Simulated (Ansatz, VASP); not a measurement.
One calculation of Se, two programs

The input INCAR:

```
SYSTEM = Se
  PREC = Accurate
  ENCUT = 520
  EDIFF = 1E-7
  ISMEAR = -1
  SIGMA = 0.08
  LREAL = .False.
  LASPH = .True.
  NELM = 100
  ALGO = Normal
  ISIF = 2
  LWAVE = .False.
  LCHARG = .True.
  LELF = .True.
  LVHAR = .True.
  NBANDS = 9
```

File KPOINTS:

```
regular mesh
0
Gamma
  15 15 15
  0 0 0
```

POSCAR

```
Se
1.0
   -1.6230237048      1.6230237048      1.6230237048
    1.6230237048     -1.6230237048      1.6230237048
    1.6230237048      1.6230237048     -1.6230237048
Se
1
Direct
    0.0000000000      0.0000000000      0.0000000000
```

Input for Ansatz:

```yaml
crystal:
  lattice:
    - [-1.6230237048, 1.6230237048, 1.6230237048]
    - [1.6230237048, -1.6230237048, 1.6230237048]
    - [1.6230237048, 1.6230237048, -1.6230237048]
  atoms:
    - { symbol: Se, position: [0.0, 0.0, 0.0] }
kpoints:
  mp_grid: { grid: [15, 15, 15] }
scf:
  occupations: { method: fermi_dirac, width: 0.08 }
hamiltonian:
  xc: lda
  pseudopotentials: { kind: all_electron, lapw: { basis_error: 0.001 } }
output:
  forces: true
  stress: true
  eigenvalues: true
  populations: true
```

Change from the starting cell: volume scaled by 0.9, LAPW.

Alike in both runs: task single point; functional LDA; k mesh 15 × 15 × 15; occupations fermi-dirac, width 0.08 eV; no spin polarisation.

|  | VASP | Ansatz |
| --- | --- | --- |
| version | VASP 6.6.1 | Ansatz 0.2.0 |
| potentials or method | VASP PAW LDA potentials, release 64 (Se), cutoff 520 eV | all-electron LAPW, scalar-relativistic |

|  | VASP | Ansatz | Ansatz less VASP |
| --- | --- | --- | --- |
| pressure (GPa) | 12.0 | 11.7 | -0.30 |

LDA's correlation is that of Perdew and Zunger in VASP and of Perdew and Wang (1992) in Ansatz. Ansatz ran all-electron here, and VASP with PAW potentials.
